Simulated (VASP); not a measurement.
The system is Cd3Hg5Se8.

```
Cd Hg Se
1.0
    12.22724    0.00000    0.00000
     0.00000   12.22724    0.00000
     0.00000    0.00000   12.22724
Cd Hg Se
12 20 32
Cartesian
  12.1933 0.0103 12.2200
  12.2185 6.0761 0.0217
  6.1262 0.0117 6.1001
  9.2136 9.1870 0.0325
  9.1515 9.1643 6.0953
  3.0498 6.0819 3.0458
  3.0985 6.1029 9.1540
  9.1734 12.2139 9.1870
  0.0088 9.1604 3.0485
  12.1869 9.1628 9.1614
  6.1004 3.0737 9.1688
  6.1182 9.1813 3.0742
  12.1867 0.0083 6.1126
  12.1748 6.1124 6.0862
  6.1195 0.0191 12.2207
  6.1352 6.1377 0.0121
  6.1332 6.1262 6.0992
  3.0660 3.0606 12.2204
  3.0339 3.0652 6.1228
  3.0501 9.1744 12.2108
  3.0421 9.1456 6.1385
  9.1820 3.0623 0.0304
  9.1713 3.0374 6.1325
  3.0546 0.0445 3.0641
  3.0227 0.0080 9.1289
  9.1880 0.0059 3.0404
  9.1763 6.1274 3.0589
  9.1745 6.0909 9.1359
  0.0239 3.0564 3.0631
  0.0151 3.0327 9.2048
  6.1185 3.0637 3.0349
  6.1093 9.1887 9.1804
  1.5282 1.5232 1.5483
  1.5392 1.5048 7.6158
  1.5570 7.6603 1.4963
  1.5328 7.6578 7.6829
  7.6451 1.5104 1.5322
  7.6301 1.5433 7.6306
  7.6252 7.6653 1.5335
  7.6823 7.6515 7.6055
  4.5685 4.5809 1.5085
  4.5838 4.5937 7.6209
  4.5787 10.6926 1.5175
  4.5851 10.7094 7.6610
  10.6656 4.6358 1.5241
  10.6779 4.6070 7.6225
  10.6889 10.6949 1.5069
  10.6827 10.7178 7.6380
  4.5563 1.5177 4.5742
  4.5653 1.4905 10.7011
  4.6152 7.6209 4.6106
  4.5933 7.6315 10.6785
  10.6884 1.5113 4.5737
  10.6920 1.5270 10.6958
  10.6932 7.6526 4.6019
  10.7020 7.6415 10.7088
  1.5191 4.6090 4.5957
  1.5586 4.5781 10.7366
  1.5637 10.7231 4.5812
  1.5461 10.6928 10.6892
  7.6417 4.5870 4.5688
  7.6368 4.5580 10.7032
  7.6220 10.6876 4.5962
  7.6408 10.6657 10.6842
```

* Program: VASP 6.6.1
* Task: relaxation of volume and atoms at fixed shape
* Functional: PBEsol
* Potentials or basis: VASP PAW PBE potentials, release 64 (Cd, Hg, Se)
* Cutoff: 500 eV
* k mesh: 1 × 1 × 1, shifted
* Occupations: fermi-dirac, width 0.05 eV
* Spin: no spin polarisation

At the start: pressure 0.4 GPa; volume 28.56 Å³/atom.

How do energy, volume and symmetry change on relaxing?

Over 9 steps the energy falls by 4.2 meV/atom and the volume is 28.73 Å³/atom (+0.6 %); space group P1 (No. 1, to 0.1 Å) before and after.

The path:
| step | energy change (eV) | largest force (eV/Å) | pressure (GPa) | volume (Å³) |
| --- | --- | --- | --- | --- |
| 1 | 0.0000 | 0.5215 | 0.39 | 1828.04 |
| 2 | -0.1868 | 0.2704 | -0.18 | 1846.43 |
| 3 | -0.2142 | 0.1708 | -0.47 | 1856.45 |
| 4 | -0.2621 | 0.0693 | 0.05 | 1837.27 |
| 5 | -0.2621 | 0.0693 | 0.04 | 1837.53 |
| 6 | -0.2666 | 0.0449 | 0.02 | 1838.32 |
| 7 | -0.2699 | 0.0388 | -0.02 | 1839.61 |
| 8 | -0.2699 | 0.0405 | -0.02 | 1839.76 |
| 9 | -0.2716 | 0.0268 | 0.01 | 1838.45 |

Final structure:
```
Cd Hg Se
1.0
    12.25040    0.00000    0.00000
     0.00000   12.25040    0.00000
     0.00000    0.00000   12.25040
Cd Hg Se
12 20 32
Direct
  0.99921 0.00002 0.99912
  0.00051 0.49994 0.00037
  0.50053 0.00095 0.49967
  0.75171 0.74984 0.00063
  0.74968 0.75141 0.49922
  0.25000 0.50026 0.24943
  0.25085 0.49927 0.74920
  0.74909 0.00013 0.75001
  0.00208 0.75017 0.24913
  0.99805 0.75004 0.75023
  0.49907 0.25007 0.75003
  0.49889 0.75066 0.25123
  0.99864 0.99911 0.49922
  0.99886 0.50214 0.50074
  0.50085 0.99981 0.99943
  0.50207 0.50138 0.00052
  0.50206 0.50096 0.49957
  0.25104 0.24923 0.00021
  0.24975 0.25143 0.50025
  0.25063 0.75086 0.99893
  0.24975 0.74887 0.50165
  0.75096 0.25083 0.00131
  0.74981 0.24926 0.50132
  0.25055 0.00108 0.25011
  0.24869 0.99985 0.74881
  0.75081 0.99907 0.24988
  0.74966 0.50246 0.25112
  0.75053 0.49970 0.75051
  0.00109 0.25139 0.25032
  0.00147 0.25015 0.75234
  0.49992 0.25077 0.24937
  0.50058 0.75088 0.75006
  0.12340 0.12380 0.12337
  0.12320 0.12462 0.62327
  0.12463 0.62393 0.12477
  0.12399 0.62459 0.62733
  0.62444 0.12425 0.12468
  0.62309 0.12387 0.62621
  0.62443 0.62777 0.12529
  0.62615 0.62571 0.62400
  0.37443 0.37578 0.12450
  0.37568 0.37530 0.62509
  0.37506 0.87436 0.12465
  0.37534 0.87530 0.62344
  0.87492 0.37632 0.12501
  0.87504 0.37379 0.62487
  0.87657 0.87367 0.12415
  0.87280 0.87399 0.62565
  0.37511 0.12493 0.37527
  0.37473 0.12394 0.87332
  0.37418 0.62404 0.37347
  0.37437 0.62403 0.87319
  0.87422 0.12502 0.37373
  0.87389 0.12334 0.87438
  0.87508 0.62785 0.37443
  0.87538 0.62446 0.87598
  0.12482 0.37653 0.37443
  0.12567 0.37644 0.87506
  0.12446 0.87378 0.37437
  0.12242 0.87443 0.87378
  0.62535 0.37412 0.37409
  0.62363 0.37356 0.87402
  0.62324 0.87462 0.37510
  0.62664 0.87370 0.87528
```

Caveat: the PAW data sets were made with another functional, which shifts forces and pressure a little.
